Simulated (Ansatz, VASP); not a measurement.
One calculation of PdPt3S8, two programs

INCAR

```
PREC = Accurate ; ENCUT = 520
EDIFF = 1E-7 ; ISMEAR = 0
SIGMA = 0.02 ; LREAL = False
LASPH = True ; NELM = 60
ALGO = Normal ; ISIF = 2
LWAVE = False ; LCHARG = False
GGA = PE ; NBANDS = 56
```

Contents of KPOINTS:

```
regular mesh
0
Gamma
  12 12 1
```

File POSCAR:

```
PdPt3S8
1.0
    3.5723417712      0.0000000000      0.0000000000
   -1.7861708856      3.0937387249      0.0000000000
    0.0000000000      0.0000000000     25.8516553000
Pd Pt S
1 3 8
Direct
    0.0000000000      0.0000000000      0.0000000000
    0.0000000000      0.0000000000      0.2483780000
    0.0000000000      0.0000000000      0.5000000000
    0.0000000000      0.0000000000      0.7516220000
    0.6666666667      0.3333333333      0.2008050000
    0.6666666667      0.3333333333      0.4524230000
    0.6666666667      0.3333333333      0.7040410000
    0.6666666667      0.3333333333      0.9524380000
    0.3333333333      0.6666666667      0.0475620000
    0.3333333333      0.6666666667      0.2959590000
    0.3333333333      0.6666666667      0.5475770000
    0.3333333333      0.6666666667      0.7991950000
```

Input for Ansatz:

```yaml
crystal:
  lattice:
    - [3.5723417712, 0.0, 0.0]
    - [-1.7861708856, 3.0937387249, 0.0]
    - [0.0, 0.0, 25.8516553]
  atoms:
    - { symbol: Pd, position: [0.0, 0.0, 0.0] }
    - { symbol: Pt, position: [0.0, 0.0, 0.248378] }
    - { symbol: Pt, position: [0.0, 0.0, 0.5] }
    - { symbol: Pt, position: [0.0, 0.0, 0.751622] }
    - { symbol: S, position: [0.6666666667, 0.3333333333, 0.200805] }
    - { symbol: S, position: [0.6666666667, 0.3333333333, 0.452423] }
    - { symbol: S, position: [0.6666666667, 0.3333333333, 0.704041] }
    - { symbol: S, position: [0.6666666667, 0.3333333333, 0.952438] }
    - { symbol: S, position: [0.3333333333, 0.6666666667, 0.047562] }
    - { symbol: S, position: [0.3333333333, 0.6666666667, 0.295959] }
    - { symbol: S, position: [0.3333333333, 0.6666666667, 0.547577] }
    - { symbol: S, position: [0.3333333333, 0.6666666667, 0.799195] }
basis:
  ecutwfc: 420
kpoints:
  mp_grid: { grid: [12, 12, 1] }
  band_path:
    path:
      - [[0.0, 0.0, 0.0], [0.5, 0.0, 0.0], [0.33333333, 0.33333333, 0.0], [0.0, 0.0, 0.0], [0.0, 0.0, 0.5], [0.5, 0.0, 0.5], [0.33333333, 0.33333333, 0.5], [0.0, 0.0, 0.5]]
      - [[0.5, 0.0, 0.5], [0.5, 0.0, 0.0]]
      - [[0.33333333, 0.33333333, 0.5], [0.33333333, 0.33333333, 0.0]]
    npoints: 10
hamiltonian:
  xc: pbe
scf:
  occupations: { method: gaussian, width: 0.02 }
  n_extra_bands: 30
output:
  forces: true
  stress: true
  eigenvalues: true
  populations: true
  dos: { projected: true, de: 0.02, nscf_kmesh: { grid: [18, 18, 2] } }
  bader: false
  write_density: true
  write_potential: true
  elf: true
  volumetric_format: npy
```

Alike in both runs: task single point; functional PBE; k mesh 12 × 12 × 1; occupations gaussian, width 0.02 eV; no spin polarisation.

```csv
,VASP,Ansatz
version,VASP 6.6.1,Ansatz 0.2.0
potentials or method,"VASP PAW PBE potentials, release 64 (Pd, Pt, S), cutoff 520 eV","scalar-relativistic, plane waves, PAW"
valence electrons in the cell,88,120
```

|  | VASP | Ansatz | Ansatz less VASP |
| --- | --- | --- | --- |
| gap on the k mesh at the Fermi level (eV) | 1.10 | 1.10 | +0.002 |
| least direct gap on the mesh (eV) | 1.20 | 1.20 | -0.001 |
| pressure (GPa) | -0.3 | 0.0 | +0.33 |
| traceless stress, the component that is largest in VASP (GPa) | 0.09 | 0.01 | -0.083 |
| rms of the force components (eV/Å) | 0.016 | 0.000 | -0.0161 |

Atom by atom the forces differ by 0.016 eV/Å (rms over components). VASP's potentials hold 88 valence electrons a cell and Ansatz's 120, so a difference there can come from the potentials and not from the codes.

Spin-orbit coupling is off throughout.
